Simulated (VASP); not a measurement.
Wanted: the native input for a VASP 6.6.1 run.

```
Task                   : single point
Functional             : PBE
Potentials or basis    : VASP PAW PBE potentials, release 64 (H)
Cutoff                 : 500 eV
k mesh                 : 5 × 5 × 13
Occupations            : fermi-dirac, width 0.04 eV
Spin                   : no spin polarisation
Dipole correction      : no
Further INCAR settings : ALGO = Normal; EDIFF = 1e-06; NBANDS = 6
```

The structure of H lies in POSCAR:

```
H
1.0
    2.6593070000      0.0418160000     -0.0387430000
    0.0418160000      2.6576120000     -0.0035970000
   -0.0143370000     -0.0013310000      0.9744480000
H
1
Direct
    0.0000000000      0.0000000000      0.5000000000
```

This cell differs from its parent crystal: the cell strained at random.

The input as run:

INCAR

```
  PREC = Accurate
  ENCUT = 500
  EDIFF = 1E-6
  ISMEAR = -1
  SIGMA = 0.04
  LREAL = F
  LASPH = T
  NELM = 120
  ALGO = Normal
  ISIF = 2
  LWAVE = F
  LCHARG = F
  GGA = PE
  NBANDS = 6
  GGA_COMPAT = F
```

KPOINTS

```
Automatic mesh
0
Gamma
  5 5 13
```

Potentials or basis: VASP PAW PBE potentials, release 64 (H).

Command:

```bash
$ cat potpaw_PBE.64/H/POTCAR > POTCAR
$ mpirun -np 1 vasp_std > vasp.out
```

Results of the run:

| Item | Value |
| --- | --- |
| Pressure | 2.1 GPa |

Caveat: the k points lie up to 0.50 Å⁻¹ apart; the cell differs from its parent crystal (the cell strained at random).

Wall time 10 s on 1 thread of Intel Xeon 8259CL, on a shared host, peak memory 0.1 GiB.
